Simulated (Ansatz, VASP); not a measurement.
# CdTe in VASP and in Ansatz

INCAR

```
  ALGO = Normal
  EDIFF = 1E-7
  ENCUT = 520
  GGA = PE
  ISIF = 2
  ISMEAR = 0
  LASPH = T
  LCHARG = T
  LELF = T
  LREAL = F
  LVHAR = T
  LWAVE = F
  NBANDS = 16
  NELM = 60
  PREC = Accurate
  SIGMA = 0.05
```

KPOINTS

```
k-points
0
Gamma
  10 10 10
```

Contents of POSCAR:

```
CdTe
1.0
    0.0000000000      3.3090893088      3.3090893088
    3.3090893088      0.0000000000      3.3090893088
    3.3090893088      3.3090893088      0.0000000000
Cd Te
1 1
Direct
    0.0000000000      0.0000000000      0.0000000000
    0.2500000000      0.2500000000      0.2500000000
```

Input for Ansatz:

```yaml
crystal:
  lattice:
    - [0.0, 3.3090893088, 3.3090893088]
    - [3.3090893088, 0.0, 3.3090893088]
    - [3.3090893088, 3.3090893088, 0.0]
  atoms:
    - { symbol: Cd, position: [0.0, 0.0, 0.0] }
    - { symbol: Te, position: [0.25, 0.25, 0.25] }
basis:
  ecutwfc: 420
  ecutrho_ratio: 4
kpoints:
  mp_grid: { grid: [10, 10, 10] }
hamiltonian:
  xc: pbe
scf:
  occupations: { method: gaussian, width: 0.05 }
output:
  forces: true
  stress: true
  eigenvalues: true
```

Alike in both runs: task single point; functional PBE; k mesh 10 × 10 × 10; occupations gaussian, width 0.05 eV; no spin polarisation.

|  | VASP | Ansatz |
| --- | --- | --- |
| version | VASP 6.6.1 | Ansatz 0.2.0 |
| potentials or method | VASP PAW PBE potentials, release 64 (Cd, Te), cutoff 520 eV | scalar-relativistic, plane waves, PAW |
| valence electrons in the cell | 18 | 36 |

```tsv
	VASP	Ansatz	Ansatz less VASP
gap on the k mesh at the Fermi level (eV)	0.58	0.59	+0.003
least direct gap on the mesh (eV)	0.58	0.59	+0.003
pressure (GPa)	0.1	0.0	-0.10
```

With one functional, cell and mesh, what is left measures potentials, basis and numerics. VASP's potentials hold 18 valence electrons a cell and Ansatz's 36, so a difference there can come from the potentials and not from the codes.

Spin-orbit coupling is off throughout.
